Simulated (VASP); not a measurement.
# WC: single point with PBEsol+D4

WC:

```
CELL_PARAMETERS angstrom
0.00000 2.19268 2.19268
2.19268 0.00000 2.19268
2.19268 2.19268 0.00000
ATOMIC_POSITIONS crystal
W 0.00000 0.00000 0.00000
C 0.50000 0.50000 0.50000
```

* Program: VASP 6.6.1
* Task: single point
* Functional: PBEsol
* Dispersion: D4
* Potentials or basis: VASP PAW PBE potentials, release 64 (W_sv, C)
* Cutoff: 600 eV
* k mesh: 7 × 7 × 7
* Occupations: methfessel-paxton, width 0.05 eV
* Spin: no spin polarisation

```json
{
  "Pressure": "-13.4 GPa",
  "Band gap on the k mesh": "zero (band 9 reaches 13.01 eV, above the bottom of band 10 at 10.26 eV)",
  "Dispersion energy per atom": "-0.279 eV"
}
```

Levels at points of the mesh, in eV from the Fermi level:
| k point | band 5 | band 6 | band 7 | band 8 | band 9 | band 10 | band 11 | band 12 | band 13 | band 14 |
| --- | --- | --- | --- | --- | --- | --- | --- | --- | --- | --- |
| (0.00, 0.00, 0.00) | -15.46 | -2.46 | -2.46 | -2.46 | -0.70 | -0.70 | -0.70 | -0.68 | -0.68 | 6.85 |

It used 17 s of CPU time on 1 thread of AMD EPYC 7R13 Processor (Zen 3), with other jobs on the host.

Caveat: the PAW data sets were made with another functional, which shifts forces and pressure a little; spin-orbit coupling is left out, which moves the levels of the heavy elements; pairwise dispersion overbinds metals, which lowers pressure and volume.
